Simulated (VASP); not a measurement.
Set up this calculation in VASP 6.6.1, as the native input.

```yaml
Task: single point
Functional: HSE06
Potentials_or_basis: VASP PAW PBE potentials, release 64 (Te, Nb_sv)
Cutoff: 520 eV
k_mesh: 6 × 6 × 4
Occupations: fermi-dirac, width 0.05 eV
Spin: no spin polarisation
Dipole_correction: no
Grid_for_exact_exchange_PRECFOCK: Normal
Further_INCAR_settings: ALGO = Normal; EDIFF = 1e-06; NBANDS = 16
Share_of_exact_exchange: 0.25
Screening_parameter: 0.2079 1/Å
```

The system is NbTe.

```
Te Nb
1.0
     3.62738    0.00000    0.00000
    -1.81369    3.14141    0.00000
     0.00000    0.00000    3.61880
Te Nb
1 1
Direct
  0.66667 0.33333 0.00000
  0.00000 0.00000 0.50000
```

These files were run (other wordings do the same):

POSCAR

```
NbTe
1.0
    3.6273822700      0.0000000000      0.0000000000
   -1.8136911350      3.1414051951      0.0000000000
    0.0000000000      0.0000000000      3.6187977783
Te Nb
1 1
Direct
    0.6666666667      0.3333333333      0.0000000000
    0.0000000000      0.0000000000      0.5000000000
```

INCAR.step1

```
SYSTEM = NbTe
PREC = Accurate
ENCUT = 520
EDIFF = 1E-5
ISMEAR = -1
SIGMA = 0.05
LREAL = .False.
LASPH = .True.
NELM = 100
ALGO = Normal
ISIF = 2
LWAVE = .True.
LCHARG = .False.
NBANDS = 16
GGA = PE
```

INCAR.step2

```
SYSTEM = NbTe
PREC = Accurate
ENCUT = 520
EDIFF = 1E-6
ISMEAR = -1
SIGMA = 0.05
LREAL = .False.
LASPH = .True.
NELM = 100
ALGO = Normal
ISIF = 2
LWAVE = .False.
LCHARG = .False.
GGA = PE
LHFCALC = .True.
HFSCREEN = 0.2079
PRECFOCK = Normal
NBANDS = 16
ISTART = 1
```

KPOINTS

```
Automatic mesh
0
Gamma
  6 6 4
  0 0 0
```

Potentials or basis: VASP PAW PBE potentials, release 64 (Te, Nb_sv).

Run with:

```console
$ cat potpaw_PBE.64/Te/POTCAR potpaw_PBE.64/Nb_sv/POTCAR > POTCAR
$ cp INCAR.step1 INCAR
$ mpirun -np 1 vasp_std > vasp.out
$ cp INCAR.step2 INCAR
$ mpirun -np 1 vasp_std > vasp.out
```

Results of the run:

```json
{
 "Pressure": "2.7 GPa",
 "Band gap on the k mesh": "zero (an odd number of electrons rules out a gap without spin polarisation)"
}
```

Caveat: the k points lie up to 0.43 Å⁻¹ apart, too coarse for converged energies and pressures of a metal; the PAW data sets were made with another functional, which shifts forces and pressure a little; spin-orbit coupling is left out, which moves the levels of the heavy elements.

Run time: 92 min on 1 thread of Intel Xeon 8259CL (shared host), peak memory 0.3 GiB.
